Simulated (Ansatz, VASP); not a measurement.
# Sr in VASP and in Ansatz

```xyz
1
Lattice="0.0000 2.6577 3.9866 2.6577 0.0000 3.9866 2.6577 2.6577 0.0000" Properties=species:S:1:pos:R:3 pbc="T T T"
Sr    0.0000    0.0000    0.0000
```

Alike in both runs: task single point; functional PBE; k mesh 16 × 16 × 16; occupations gaussian, width 0.15 eV; no spin polarisation.

|  | VASP | Ansatz |
| --- | --- | --- |
| version | VASP 6.6.1 | Ansatz 0.2.0 |
| potentials or method | VASP PAW PBE potentials, release 64 (Sr_sv), cutoff 520 eV | scalar-relativistic, plane waves, PAW |
| valence electrons in the cell | 10 | 10 |

```csv
,VASP,Ansatz,Ansatz less VASP
gap on the k mesh at the Fermi level (eV),none,none,-
pressure (GPa),0.0,0.0,-0.01
"traceless stress, the component that is largest in VASP (GPa)",-3.81,-3.80,+0.006
```

A gap of «none» marks a metal or a gap that the smearing closes. With one functional, cell and mesh, what is left measures potentials, basis and numerics.
